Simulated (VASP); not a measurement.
# Fe (P6/mmm) in VASP: further runs

Fe is run at these levels: LDA; tasks: single point, relaxation of cell and atoms.

All numbers are computed with VASP 6.6.1; they aren't measurements. Logs are shortened: lines on timing, memory, paths and dates and some standing lists are left out, and cuts for length are marked.

**1. The cell of the first run**

The structure is hexagonal, space group P6/mmm (No. 191). Conventional cell: a = 3.773 Å, b = 3.773 Å, c = 2.371 Å, α = 90.00°, β = 90.00°, γ = 120.00°. Within 3.1 Å of Fe (site symmetry 6/mmm) lie 14 Fe at 2.37 to 2.48 Å. Fe (site symmetry -6m2) has 11 Fe at 2.18 to 2.48 Å within 2.9 Å.

This isn't the form of Fe at room conditions, which is bcc.

**2. Single point, LDA**

File INCAR:

```
PREC = Accurate
ENCUT = 520
EDIFF = 1E-7
ISMEAR = -1
SIGMA = 0.1
LREAL = False
LASPH = True
NELM = 60
ALGO = Normal
ISIF = 2
LWAVE = False
LCHARG = False
GGA = CA
NBANDS = 19
```

File KPOINTS:

```
regular mesh
0
Gamma
  9 9 13
```

File POSCAR:

```
Fe
1.0
    3.7734675286      0.0000000000      0.0000000000
   -1.8867337643      3.2679187401      0.0000000000
    0.0000000000      0.0000000000      2.3711840522
Fe
3
Direct
    0.0000000000      0.0000000000      0.0000000000
    0.3333333333      0.6666666667      0.5000000000
    0.6666666667      0.3333333333      0.5000000000
```

Potentials or basis: VASP PAW LDA potentials, release 64 (Fe).

Run with:

```console
> cat potpaw_LDA.64/Fe/POTCAR > POTCAR
> mpirun -np 1 vasp_std > vasp.out
```

OUTCAR:

```text
PREC = Accurate
   ENCUT = 520
   EDIFF = 1E-7
   ISMEAR = -1
   LREAL = False
   LASPH = True
   NELM = 60
   ISIF = 2
   GGA = CA

 ion  position               nearest neighbor table
   1  0.000  0.000  0.000-   2 2.48   3 2.48   2 2.48   3 2.48   2 2.48   2 2.48   3 2.48   3 2.48
                             3 2.48   3 2.48   2 2.48   2 2.48
   2  0.333  0.667  0.500-   3 2.18   3 2.18   3 2.18   1 2.48   1 2.48   1 2.48   1 2.48   1 2.48
                             1 2.48
   3  0.667  0.333  0.500-   2 2.18   2 2.18   2 2.18   1 2.48   1 2.48   1 2.48   1 2.48   1 2.48
                             1 2.48

  LATTYP: Found a hexagonal cell.
 ALAT       =     3.7734675286
 C/A-ratio  =     0.6283833196

  Lattice vectors:

 A1 = (   3.7734675286,   0.0000000000,   0.0000000000)
 A2 = (  -1.8867337643,   3.2679187401,   0.0000000000)
 A3 = (   0.0000000000,   0.0000000000,   2.3711840522)

Analysis of symmetry for initial positions (statically):
=====================================================================
 Subroutine PRICEL returns:
 Original cell was already a primitive cell.

 Routine SETGRP: Setting up the symmetry group for a
 hexagonal supercell.

 Subroutine GETGRP returns: Found 24 space group operations
 (whereof 24 operations were pure point group operations)
 out of a pool of 24 trial point group operations.

The static configuration has the point symmetry D_6h.

Analysis of symmetry for dynamics (positions and initial velocities):
=====================================================================
 Subroutine PRICEL returns:
 Original cell was already a primitive cell.

 Routine SETGRP: Setting up the symmetry group for a
 hexagonal supercell.

 Subroutine GETGRP returns: Found 24 space group operations
 (whereof 24 operations were pure point group operations)
 out of a pool of 24 trial point group operations.

The dynamic configuration has the point symmetry D_6h.

 Subroutine INISYM returns: Found 24 space group operations
 (whereof 24 operations are pure point group operations),
 and found     1 'primitive' translations

----------------------------------------------------------------------------------------

                                     Primitive cell

  volume of cell :      29.2400

  direct lattice vectors                    reciprocal lattice vectors
[... 87 lines left out ...]
   ENCUT  =  520.0 eV  38.22 Ry    6.18 a.u.   7.02  7.02  4.41*2*pi/ulx,y,z
   NELM   =     60;   NELMIN=  2; NELMDL= -5     # of ELM steps
   EDIFF  = 0.1E-06   stopping-criterion for ELM
   LREAL  =      F    real-space projection
   EDIFFG = 0.1E-05   stopping-criterion for IOM
   NSW    =      0    number of steps for IOM
   IBRION =     -1    ionic relax: 0-MD 1-quasi-New 2-CG
   NFREE  =      0    steps in history (QN), initial steepest desc. (CG)
   ISIF   =      2    stress and relaxation
   ISYM   =      2    0-nonsym 1-usesym 2-fastsym
   POTIM  = 0.5000    time-step for ionic-motion
   TEBEG  =    0.0;   TEEND  =   0.0 temperature during run
   PSTRESS=    0.0 pullay stress
   NELECT =      24.0000    total number of electrons
   NUPDOWN=      -1.0000    fix difference up-down
   EMIN   =  10.00;   EMAX   =-10.00  energy-range for DOS
   EFERMI =   0.00;   METHOD = LEGACY
   ISMEAR =    -1;   SIGMA  =   0.10  broadening in eV -4-tet -1-fermi 0-gaus
   EFERMI_NEDOS =   21; number of points for ismear=-14 and -15
   IALGO  =     38    algorithm
   IMIX   =      4    mixing-type and parameters
     AMIX     =   0.40;   BMIX     =  1.00
     AMIX_MAG =   1.60;   BMIX_MAG =  1.00
  volume/ion in A,a.u.               =       9.75        65.77
  Fermi-wavevector in a.u.,A,eV,Ry     =   1.532803  2.896577 31.966664  2.349484
  Thomas-Fermi vector in A             =   2.639958
   LORBIT       =      0    0 simple, 1 ext, 2 COOP (PROOUT), +10 PAW based schemes
   GGA     = CA    functional components
   LHFCALC =     F    Hartree Fock is set to
   AEXX    =    0.0000 exact exchange contribution
   IVDW    =     0    specifies the selected vdW correction
   LEPSILON=     F    determine dielectric tensor
   LRPA    =     F    only Hartree local field effects (RPA)
 non-spin polarized calculation
  energy-cutoff  :      520.00
  volume of cell :       29.24
 maximum number of plane-waves:       801
 NGX is ok and might be reduce to    28
   NGX = 13   NGY = 13   NGZ =  9

 number of electron      24.0000010 magnetization

 Free energy of the ion-electron system (eV)
  ---------------------------------------------------
  ext. energy  EPLUGINS =         0.00000000
  ---------------------------------------------------
  free energy    TOTEN  =       -27.75773433 eV

  energy without entropy =      -27.59163183  energy(sigma->0) =      -27.67468308

 E-fermi :   7.4345     XC(G=0): -14.3202

 val. band max:        7.4327239246   @ k =   0.2222   0.1111   0.2308
 cond. band min:       7.4411928210   @ k =   0.4444   0.0000   0.3077
 fundamental gap:      0.0084688963
 Fermi energy:         7.4344765006

 k-point     1 :       0.0000    0.0000    0.0000
  band No.  band energies     occupation
      1      -1.8103      2.00000
      2       2.6245      2.00000
      3       4.3623      2.00000
      4       4.3623      2.00000
      5       4.3857      2.00000
      6       4.3857      2.00000
[... 505 lines left out ...]
      6       4.8512      2.00000
[... 11 lines left out ...]
     18       8.4333      0.00009
     19      21.6167      0.00000

 [... further k-points ...]

------------------------ aborting loop because EDIFF is reached ----------------------------------------

  FORCE on cell =-STRESS in cart. coord.  units (eV):
  Direction    XX          YY          ZZ          XY          YZ          ZX
  --------------------------------------------------------------------------------------
  -------------------------------------------------------------------------------------
  Total       -0.1031866     -0.1031866     -0.0519630      0.0000000     -0.0000000      0.0000000
  in kB       -5.6540146     -5.6540146     -2.8472615      0.0000000     -0.0000000      0.0000000
  external PRESSURE =      -4.7184302 kB  Pullay stress =       0.0000000 kB

 VOLUME and BASIS-vectors are now :
 -----------------------------------------------------------------------------
  energy-cutoff  :      520.00
  volume of cell :       29.24
      direct lattice vectors                 reciprocal lattice vectors
     3.773467529  0.000000000  0.000000000     0.265008243  0.153002580  0.000000000
    -1.886733764  3.267918740  0.000000000     0.000000000  0.306005161  0.000000000
     0.000000000  0.000000000  2.371184052     0.000000000  0.000000000  0.421730232

 POSITION                                       TOTAL-FORCE (eV/Angst)
 -----------------------------------------------------------------------------------
      0.00000      0.00000      0.00000         0.000000      0.000000      0.000000
     -0.00000      2.17861      1.18559        -0.000000      0.000000      0.000000
      1.88673      1.08931      1.18559         0.000000     -0.000000     -0.000000
 -----------------------------------------------------------------------------------
    total drift:                               -0.000000      0.000000     -0.000000

  FREE ENERGIE OF THE ION-ELECTRON SYSTEM (eV)
  ---------------------------------------------------
  free  energy   TOTEN  =       -27.7577343291 eV

  energy  without entropy=      -27.5916318277  energy(sigma->0) =      -27.67468308
```

stdout:

```text
POSCAR found type information on POSCAR Fe
 POSCAR found :  1 types and       3 ions
 scaLAPACK will be used
 LDA part: xc-table for (Slater(with rela. corr.)+CA(PZ))
 , standard interpolation
 POSCAR, INCAR and KPOINTS ok, starting setup
 FFT: planning ... GRIDC
 FFT: planning ... GRID_SOFT
 FFT: planning ... GRID
 WAVECAR not read
 entering main loop
```

Wall time 65 s (1 thread of Intel Xeon 8259CL, shared host); peak memory 0.15 GiB.

What came out:

```yaml
Free_energy: -27.7577 eV
Pressure: -0.5 GPa
Band_gap_on_the_k_mesh: zero (bands 12 and 13 overlap by 1.56 eV)
```

Caveat: the run has no spin polarisation, though such a crystal can be magnetic. Spin polarisation is off, so any magnetic state and its effect on volume and gap are missing.

**3. Relaxation of cell and atoms, LDA**

This run uses another cell than the first one, of 11.78 Å³/atom.

File INCAR:

```
ALGO = Normal ; EDIFF = 1E-6
EDIFFG = -0.01 ; ENCUT = 600
IBRION = 2 ; ISIF = 3
ISMEAR = -1 ; LASPH = True
LCHARG = False ; LREAL = False
LWAVE = False ; NELM = 100
NSW = 80 ; PREC = Accurate
SIGMA = 0.1
```

File KPOINTS:

```
k-points
0
Gamma
  9 9 13
```

File POSCAR:

```
Fe
1.0
    4.0524593180      0.0000000000      0.0000000000
   -2.0262296590      3.5095327172      0.0000000000
    0.0000000000      0.0000000000      2.4841575619
Fe
3
Direct
    0.0000000000      0.0000000000      0.0000000000
    0.3333333333      0.6666666667      0.5000000000
    0.6666666667      0.3333333333      0.5000000000
```

Potentials or basis: VASP PAW LDA potentials, release 64 (Fe).

Run with:

```console
> cat potpaw_LDA.64/Fe/POTCAR > POTCAR
> mpirun -np 1 vasp_std > vasp.out
```

It took 7.3 min on 1 thread of Intel Xeon 8259CL, shared host; peak memory 0.18 GiB.

It converged, with:

| Item | Value |
| --- | --- |
| Free energy | -27.7598 eV |
| Relaxed volume | 9.73 Å³/atom |
| Relaxed cell | a = 3.771 Å, b = 3.771 Å, c = 2.370 Å, α = 90.00°, β = 90.00°, γ = 120.00° |
| Space group after relaxing (to 0.1 Å) | P6/mmm (No. 191) |
| Pressure after relaxing | 0.0 GPa |
| Band gap on the k mesh | zero (bands 12 and 13 overlap by 1.57 eV) |

Stress tensor (GPa, compression positive):
```
-0.04  0.00  0.00
 0.00 -0.04  0.00
 0.00  0.00  0.04
```

Final structure:
```
Fe
1.0
     3.77108    0.00000    0.00000
    -1.88554    3.26586    0.00000
     0.00000    0.00000    2.37044
Fe
3
Direct
  0.00000 0.00000 0.00000
  0.33333 0.66667 0.50000
  0.66667 0.33333 0.50000
```

Levels at points of the mesh, in eV from the Fermi level:
| k point | band 8 | band 9 | band 10 | band 11 | band 12 | band 13 | band 14 | band 15 | band 16 |
| --- | --- | --- | --- | --- | --- | --- | --- | --- | --- |
| (0.00, 0.00, 0.00) | -1.95 | -1.47 | -1.47 | -0.97 | -0.97 | -0.87 | -0.87 | 1.05 | 1.05 |

Caveat: the volume moved by over 15 % at a fixed basis, so the end points are rough; the run has no spin polarisation, though such a crystal can be magnetic. Spin polarisation is off, so any magnetic state and its effect on volume and gap are missing.
